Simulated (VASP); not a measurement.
# BN (P3m1) in VASP: single point with r2SCAN

Aim: the single point of BN with r2SCAN.

Everything below comes from runs of VASP 6.6.1. Logs are shortened: lines on timing, memory, paths and dates and some standing lists are left out, and cuts for length are marked.

## Step 1: The cell of the first run

Symmetry: P3m1, No. 156, trigonal system. The conventional cell has a = 2.552 Å, b = 2.552 Å, c = 12.354 Å, α = 90.00°, β = 90.00°, γ = 120.00°. Within 2.1 Å of B (site symmetry 3m) lie 4 N at 1.56 Å. Within 2.1 Å of B (site symmetry 3m) lie 4 N at 1.56 Å. Within 2.1 Å of B (site symmetry 3m) lie 4 N at 1.56 Å. B (site symmetry 3m) has 4 N at 1.56 Å within 2.1 Å. Within 2.1 Å of B (site symmetry 3m) lie 4 N at 1.56 Å. Within 1.9 Å of B (site symmetry 3m) lie 4 N at 1.41 to 1.56 Å. Within 2.1 Å of N (site symmetry 3m) lie 4 B at 1.56 Å. Within 2.1 Å of N (site symmetry 3m) lie 4 B at 1.56 Å.

## Step 2: Single point, r2SCAN (the distance across one plane changed)

Contents of POSCAR:

```
BN
1.0
    1.8048137541     -1.8048137541      0.0000000000
    1.8048137541      0.0000000000     -1.8048137541
    7.1326524760      7.1326524760      7.1326524760
B N
6 6
Direct
    1.0000000000      0.0000000000      0.4006056856
    0.3333333333      0.3333333333      0.2319154020
    0.6666666667      0.6666666667      0.5692959693
    1.0000000000      1.0000000000      0.9066765366
    0.3333333333      0.3333333333      0.7379862529
    0.6666666667      0.6666666667      0.0632251183
    0.6666666667      0.6666666667      0.4427782565
    0.0000000000      0.0000000000      0.2740879729
    0.3333333333      0.3333333333      0.6114685402
    0.6666666667      0.6666666667      0.9488491075
    0.0000000000      0.0000000000      0.7801588239
    0.3333333333      0.3333333333      0.1053976892
```

Contents of INCAR.step1:

```
  PREC = Accurate
  ENCUT = 520
  ISMEAR = 0
  SIGMA = 0.05
  LREAL = False
  LASPH = True
  NELM = 60
  NBANDS = 36
  GGA = PE
  ALGO = Normal
  EDIFF = 1E-4
  LWAVE = True
  LCHARG = False
```

Contents of INCAR.step2:

```
  PREC = Accurate
  ENCUT = 520
  EDIFF = 1E-6
  ISMEAR = 0
  SIGMA = 0.05
  LREAL = False
  LASPH = True
  NELM = 60
  ALGO = Normal
  ISIF = 2
  LWAVE = False
  LCHARG = False
  METAGGA = R2SCAN
  LMIXTAU = True
  NBANDS = 36
  ISTART = 1
```

Contents of KPOINTS:

```
regular mesh
0
Gamma
  10 10 2
```

Potentials or basis: VASP PAW PBE potentials, release 64 (B, N).

Command:

```
$ cat potpaw_PBE.64/B/POTCAR potpaw_PBE.64/N/POTCAR > POTCAR
$ cp INCAR.step1 INCAR
$ mpirun -np 1 vasp_std > vasp.out
$ cp INCAR.step2 INCAR
$ mpirun -np 1 vasp_std > vasp.out
```

OUTCAR:

```text
PREC = Accurate
   ENCUT = 520
   EDIFF = 1E-6
   ISMEAR = 0
   LREAL = False
   LASPH = True
   NELM = 60
   ISIF = 2
   METAGGA = R2SCAN
   ISTART = 1

 ion  position               nearest neighbor table
   1  0.000  0.000  0.401-   8 1.56   7 1.56   7 1.56   7 1.56
   2  0.333  0.333  0.232-   8 1.56   8 1.56   8 1.56  12 1.56
   3  0.667  0.667  0.569-   9 1.56   9 1.56   9 1.56   7 1.56
   4  0.000  0.000  0.907-  11 1.56  10 1.56  10 1.56  10 1.56
   5  0.333  0.333  0.738-   9 1.56  11 1.56  11 1.56  11 1.56
   6  0.667  0.667  0.063-  10 1.41  12 1.56  12 1.56  12 1.56
   7  0.667  0.667  0.443-   1 1.56   1 1.56   1 1.56   3 1.56
   8  0.000  0.000  0.274-   1 1.56   2 1.56   2 1.56   2 1.56
   9  0.333  0.333  0.611-   5 1.56   3 1.56   3 1.56   3 1.56
  10  0.667  0.667  0.949-   6 1.41   4 1.56   4 1.56   4 1.56
  11  0.000  0.000  0.780-   4 1.56   5 1.56   5 1.56   5 1.56
  12  0.333  0.333  0.105-   6 1.56   6 1.56   6 1.56   2 1.56

  LATTYP: Found a hexagonal cell.
 ALAT       =     2.5523920886
 C/A-ratio  =     4.8402110852

  Lattice vectors:

 A1 = (  -1.8048137541,   0.0000000000,   1.8048137541)
 A2 = (   1.8048137541,  -1.8048137541,   0.0000000000)
 A3 = (   7.1326524760,   7.1326524760,   7.1326524760)

Analysis of symmetry for initial positions (statically):
=====================================================================
 Subroutine PRICEL returns:
 Original cell was already a primitive cell.

 Routine SETGRP: Setting up the symmetry group for a
 hexagonal supercell.

 Subroutine GETGRP returns: Found  6 space group operations
 (whereof  6 operations were pure point group operations)
 out of a pool of 24 trial point group operations.

The static configuration has the point symmetry C_3v.

Analysis of symmetry for dynamics (positions and initial velocities):
=====================================================================
 Subroutine PRICEL returns:
 Original cell was already a primitive cell.

 Routine SETGRP: Setting up the symmetry group for a
 hexagonal supercell.

 Subroutine GETGRP returns: Found  6 space group operations
 (whereof  6 operations were pure point group operations)
 out of a pool of 24 trial point group operations.

The dynamic configuration has the point symmetry C_3v.

 Subroutine INISYM returns: Found  6 space group operations
 (whereof  6 operations are pure point group operations),
 and found     1 'primitive' translations

----------------------------------------------------------------------------------------

                                     Primitive cell

  volume of cell :      69.7007

  direct lattice vectors                    reciprocal lattice vectors
     1.804813754 -1.804813754  0.000000000     0.184691264 -0.369382528  0.184691264
     1.804813754  0.000000000 -1.804813754     0.184691264  0.184691264 -0.369382528
     7.132652476  7.132652476  7.132652476     0.046733433  0.046733433  0.046733433

  length of vectors
     2.552392089  2.552392089 12.354116481     0.452399356  0.452399356  0.080944680

  position of ions in fractional coordinates (direct lattice)
     0.000000000  0.000000000  0.400605686
     0.333333333  0.333333333  0.231915402
     0.666666667  0.666666667  0.569295969
     0.000000000  0.000000000  0.906676537
     0.333333333  0.333333333  0.737986253
     0.666666667  0.666666667  0.063225118
     0.666666667  0.666666667  0.442778256
     0.000000000  0.000000000  0.274087973
     0.333333333  0.333333333  0.611468540
     0.666666667  0.666666667  0.948849108
     0.000000000  0.000000000  0.780158824
     0.333333333  0.333333333  0.105397689

  ion indices of the primitive-cell ions
   primitive index   ion index
                 1           1
                 2           2
                 3           3
                 4           4
                 5           5
                 6           6
                 7           7
                 8           8
                 9           9
                10          10
                11          11
                12          12

----------------------------------------------------------------------------------------

 KPOINTS: regular mesh

Automatic generation of k-mesh.
 Grid dimensions read from file:
 generate k-points for:   10   10    2

 Generating k-lattice:

  Cartesian coordinates                     Fractional coordinates (reciprocal lattice)
     0.018469126 -0.036938253  0.018469126     0.100000000  0.000000000  0.000000000
     0.018469126  0.018469126 -0.036938253     0.000000000  0.100000000  0.000000000
     0.023366716  0.023366716  0.023366716     0.000000000  0.000000000  0.500000000

  Length of vectors
     0.045239936  0.045239936  0.040472340

  Shift w.r.t. Gamma in fractional coordinates (k-lattice)
     0.000000000  0.000000000  0.000000000

 Subroutine IBZKPT returns following result:
 ===========================================

 Found     28 irreducible k-points:

 Following reciprocal coordinates:
            Coordinates               Weight
  0.000000  0.000000  0.000000      1.000000
  0.100000  0.000000  0.000000      6.000000
  0.200000  0.000000  0.000000      6.000000
  0.300000  0.000000  0.000000      6.000000
  0.400000  0.000000  0.000000      6.000000
  0.500000  0.000000  0.000000      3.000000
[... 16 lines left out ...]
  0.400000  0.100000  0.500000     12.000000
  0.500000  0.100000  0.500000     12.000000
 [... further k-points ...]
   k-points           NKPTS =     28   k-points in BZ     NKDIM =     28   number of bands    NBANDS=     36
   number of dos      NEDOS =    301   number of ions     NIONS =     12
   total plane-waves  NPLWV =  38400
   dimension x,y,z NGX =    20 NGY =   20 NGZ =   96
   dimension x,y,z NGXF=    40 NGYF=   40 NGZF=  192
   ions per type =               6   6
   NGX,Y,Z   is equivalent  to a cutoff of  13.03, 13.03, 12.92 a.u.
   NGXF,Y,Z  is equivalent  to a cutoff of  26.05, 26.05, 25.84 a.u.
 SYSTEM =  unknown system
   PREC   = accura    normal or accurate (medium, high low for compatibility)
   ISTART =      1    job   : 0-new  1-cont  2-samecut
   ICHARG =      0    charge: 1-file 2-atom 10-const
   ISPIN  =      1    spin polarized calculation?
   LNONCOLLINEAR =      F non collinear calculations
   LSORBIT =      F    spin-orbit coupling
   LASPH  =      T    aspherical Exc in radial PAW
   ENCUT  =  520.0 eV  38.22 Ry    6.18 a.u.   4.75  4.75 22.97*2*pi/ulx,y,z
   NELM   =     60;   NELMIN=  2; NELMDL=  0     # of ELM steps
   EDIFF  = 0.1E-05   stopping-criterion for ELM
   LREAL  =      F    real-space projection
   EDIFFG = 0.1E-04   stopping-criterion for IOM
   NSW    =      0    number of steps for IOM
   IBRION =     -1    ionic relax: 0-MD 1-quasi-New 2-CG
   NFREE  =      0    steps in history (QN), initial steepest desc. (CG)
   ISIF   =      2    stress and relaxation
   ISYM   =      2    0-nonsym 1-usesym 2-fastsym
   POTIM  = 0.5000    time-step for ionic-motion
   TEBEG  =    0.0;   TEEND  =   0.0 temperature during run
   PSTRESS=    0.0 pullay stress
   NELECT =      48.0000    total number of electrons
   NUPDOWN=      -1.0000    fix difference up-down
   EMIN   =  10.00;   EMAX   =-10.00  energy-range for DOS
   EFERMI =   0.00;   METHOD = LEGACY
   ISMEAR =     0;   SIGMA  =   0.05  broadening in eV -4-tet -1-fermi 0-gaus
   EFERMI_NEDOS =   21; number of points for ismear=-14 and -15
   IALGO  =     38    algorithm
   IMIX   =      4    mixing-type and parameters
     AMIX     =   0.40;   BMIX     =  1.00
     AMIX_MAG =   1.60;   BMIX_MAG =  1.00
  volume/ion in A,a.u.               =       5.81        39.20
  Fermi-wavevector in a.u.,A,eV,Ry     =   1.445693  2.731964 28.436578  2.090030
  Thomas-Fermi vector in A             =   2.563846
   LORBIT       =      0    0 simple, 1 ext, 2 COOP (PROOUT), +10 PAW based schemes
   METAGGA = R2SCAN    functional components
   LHFCALC =     F    Hartree Fock is set to
   AEXX    =    0.0000 exact exchange contribution
   IVDW    =     0    specifies the selected vdW correction
   LEPSILON=     F    determine dielectric tensor
   LRPA    =     F    only Hartree local field effects (RPA)
 non-spin polarized calculation
 Gauss-broadening in eV      SIGMA  =   0.05
  energy-cutoff  :      520.00
  volume of cell :       69.70
 maximum number of plane-waves:      1905
   NGX =  9   NGY =  9   NGZ = 45

 number of electron      48.0000001 magnetization

 Free energy of the ion-electron system (eV)
  ---------------------------------------------------
  ext. energy  EPLUGINS =         0.00000000
  ---------------------------------------------------
  free energy    TOTEN  =      -114.70186639 eV

  energy without entropy =     -114.70186639  energy(sigma->0) =     -114.70186639

 E-fermi :   7.8348     XC(G=0): -13.7316

 val. band max:        7.5641455326   @ k =   0.0000   0.0000   0.0000
 cond. band min:      12.3850168084   @ k =   0.5000   0.0000   0.0000
 fundamental gap:      4.8208712758
 Fermi energy:         7.8348365213

 k-point     1 :       0.0000    0.0000    0.0000
  band No.  band energies     occupation
      1     -14.2554      2.00000
      2     -13.4562      2.00000
      3     -13.1327      2.00000
      4     -11.4723      2.00000
      5     -11.1746      2.00000
      6      -9.5029      2.00000
[... 28 lines left out ...]
     35      18.1535      0.00000
     36      18.4416      0.00000

 k-point     2 :       0.1000    0.0000    0.0000
  band No.  band energies     occupation
      1     -14.0323      2.00000
      2     -13.2362      2.00000
      3     -12.9130      2.00000
      4     -11.2725      2.00000
      5     -10.9755      2.00000
      6      -9.3380      2.00000
[... 28 lines left out ...]
     35      18.8368      0.00000
     36      18.9376      0.00000
[... 817 lines left out ...]
     35      20.0190      0.00000
     36      20.5225      0.00000

 k-point    24 :       0.5000    0.1000    0.5000
  band No.  band energies     occupation
      1     -10.3308      2.00000
      2      -9.7044      2.00000
      3      -9.3599      2.00000
      4      -8.8064      2.00000
      5      -8.5641      2.00000
      6      -8.0006      2.00000
[... 28 lines left out ...]
     35      19.8371      0.00000
     36      20.6350      0.00000

 [... further k-points ...]
[... 5 lines left out ...]
  --------------------------------------------------------------------------------------
  -------------------------------------------------------------------------------------
  Total        3.2517588      3.2517588      3.2517588      2.2780425      2.2780425      2.2780425
  in kB       74.7466623     74.7466623     74.7466623     52.3642998     52.3642998     52.3642998
  external PRESSURE =      74.7466623 kB  Pullay stress =       0.0000000 kB

 VOLUME and BASIS-vectors are now :
 -----------------------------------------------------------------------------
  energy-cutoff  :      520.00
  volume of cell :       69.70
      direct lattice vectors                 reciprocal lattice vectors
     1.804813754 -1.804813754  0.000000000     0.184691264 -0.369382528  0.184691264
     1.804813754  0.000000000 -1.804813754     0.184691264  0.184691264 -0.369382528
     7.132652476  7.132652476  7.132652476     0.046733433  0.046733433  0.046733433

 POSITION                                       TOTAL-FORCE (eV/Angst)
 -----------------------------------------------------------------------------------
      2.85738      2.85738      2.85738        -0.092553     -0.092553     -0.092553
      2.85738      1.05257      1.05257        -0.101758     -0.101758     -0.101758
      6.46701      2.85738      2.85738        -0.092456     -0.092456     -0.092456
      6.46701      6.46701      6.46701        -0.488509     -0.488509     -0.488509
      6.46701      4.66219      4.66219        -0.095670     -0.095670     -0.095670
      2.85738     -0.75225     -0.75225         2.244327      2.244327      2.244327
      5.56460      1.95497      1.95497         0.092281      0.092281      0.092281
      1.95497      1.95497      1.95497         0.095493      0.095493      0.095493
      5.56460      3.75979      3.75979         0.092701      0.092701      0.092701
      9.17423      5.56460      5.56460        -2.361956     -2.361956     -2.361956
      5.56460      5.56460      5.56460         0.102562      0.102562      0.102562
      1.95497      0.15016      0.15016         0.605536      0.605536      0.605536
 -----------------------------------------------------------------------------------
    total drift:                                0.000161      0.000162      0.000162

  FREE ENERGIE OF THE ION-ELECTRON SYSTEM (eV)
  ---------------------------------------------------
  free  energy   TOTEN  =      -114.7018663923 eV

  energy  without entropy=     -114.7018663923  energy(sigma->0) =     -114.70186639
```

Run time: 7.2 min. Hardware: 1 thread of AMD EPYC 7R13, shared host; peak memory 0.19 GiB.

Results:

| Quantity | Value |
| --- | --- |
| Free energy | -114.7019 eV |
| Pressure | 7.5 GPa |
| Largest force | 4.091 eV/Å |
| Band gap on the k mesh | 4.82 eV |

Forces on the atoms (eV/Å):
```
B   -0.093 -0.093 -0.093
B   -0.102 -0.102 -0.102
B   -0.092 -0.092 -0.092
B   -0.489 -0.489 -0.489
B   -0.096 -0.096 -0.096
B    2.244  2.244  2.244
N    0.092  0.092  0.092
N    0.095  0.095  0.095
N    0.093  0.093  0.093
N   -2.362 -2.362 -2.362
N    0.103  0.103  0.103
N    0.606  0.606  0.606
```

Levels at points of the mesh, in eV from the valence-band top:
```tsv
k point	band 21	band 22	band 23	band 24	band 25	band 26	band 27	band 28
(0.00, 0.00, 0.00)	-0.66	-0.15	0.00	0.00	9.26	9.26	9.33	9.70
(0.50, 0.00, 0.00)	-3.25	-2.99	-2.15	-2.00	4.82	6.55	6.84	9.32
(0.00, 0.00, 0.50)	-0.41	-0.41	-0.08	-0.08	9.27	9.41	9.41	9.82
(0.50, 0.00, 0.50)	-2.90	-2.54	-2.52	-2.16	5.24	5.61	7.93	8.21
```

Caveat: the cell differs from its parent crystal (the distance across one plane changed); the cell stands under pressure; the PAW data sets were made with another functional, which shifts forces and pressure a little.
